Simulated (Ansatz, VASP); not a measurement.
# Two plane-wave programs on MgO

```
Mg O
1.0
     0.00000    2.20475    2.20475
     2.20475    0.00000    2.20475
     2.20475    2.20475    0.00000
Mg O
1 1
Direct
  0.00000 0.00000 0.00000
  0.50000 0.50000 0.50000
```

Change from the starting cell: hydrostatic strain +4.9%.

Alike in both runs: task single point; functional r2SCAN; k mesh 10 × 10 × 10; no spin polarisation.

```csv
,VASP,Ansatz
version,VASP 6.6.1,Ansatz 0.2.0
potentials or method,"VASP PAW PBE potentials, release 64 (Mg, O)","plane waves, PAW"
plane-wave cutoff (eV),520,500
occupations,"gaussian, width 0.01 eV",fixed
valence electrons in the cell,8,16
```

```tsv
	VASP	Ansatz	Ansatz less VASP
gap on the k mesh at the Fermi level (eV)	4.33	4.35	+0.025
pressure (GPa)	-18.8	-17.8	+1.00
```

VASP's potentials were made for PBE, not for r2SCAN. VASP's potentials hold 8 valence electrons a cell and Ansatz's 16, so a difference there can come from the potentials and not from the codes.
